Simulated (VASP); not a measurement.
A run of VASP 6.6.1 is set up as follows.

INCAR

```
SYSTEM = Ni
  PREC = Accurate
  ENCUT = 520
  EDIFF = 1E-6
  ISMEAR = -1
  SIGMA = 0.1
  LREAL = .FALSE.
  LASPH = .TRUE.
  NELM = 150
  ALGO = Normal
  ISIF = 2
  LWAVE = .FALSE.
  LCHARG = .FALSE.
  ISPIN = 2
  MAGMOM = 0.375
  LORBIT = 11
  LMAXMIX = 4
  NBANDS = 15
```

File KPOINTS:

```
regular mesh
0
G
  16 16 16
  0 0 0
```

POSCAR

```
Ni
1.0
    0.0000000000      1.6755447568      1.6755447568
    1.6755447568      0.0000000000      1.6755447568
    1.6755447568      1.6755447568      0.0000000000
Ni
1
Direct
    0.0000000000      0.0000000000      0.0000000000
```

Potentials or basis: VASP PAW LDA potentials, release 64 (Ni).

Launch:

```bash
$ cat potpaw_LDA.64/Ni/POTCAR > POTCAR
$ mpirun -np 1 vasp_std > vasp.out
```

**Question.** Predict the pressure.

**Answer.** 19.0 GPa.

**Question.** What does it give for the site moments?

**Answer.** Ni +0.53 μB.

**Question.** What does it give for the net moment?

**Answer.** 0.54 μB per cell.
